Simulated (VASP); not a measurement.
Runs of VASP 6.6.1 on Cu. The structure is that of space group Fm-3m (No. 225), or close to it. The cells are those of the table. 

| cell | gap on the mesh (eV) | pressure (GPa) |
| --- | --- | --- |
| a = 2.539 Å, angles 60.0°, 1 atom | none | -9.0 |
| a = 2.590 Å, angles 60.0°, 1 atom | none | -16.0 |
| a = 2.614 Å, angles 60.0°, 1 atom | none | (a) |
| a = 2.565 Å, angles 60.0°, 1 atom | none | (b) |
| a = 2.513 Å, angles 60.0°, 1 atom | none | -4.3 |

Alike in all rows: task single point; level LDA; potentials or basis VASP PAW LDA potentials, release 64 (Cu); no spin polarisation; k mesh 14 × 14 × 14; cutoff (eV) 520; smearing methfessel-paxton 0.1 eV.

Task: Fill in the values left out.

Result: (a) -18.6; (b) -12.9.

A gap of «none» marks levels without a gap at the run's occupations.
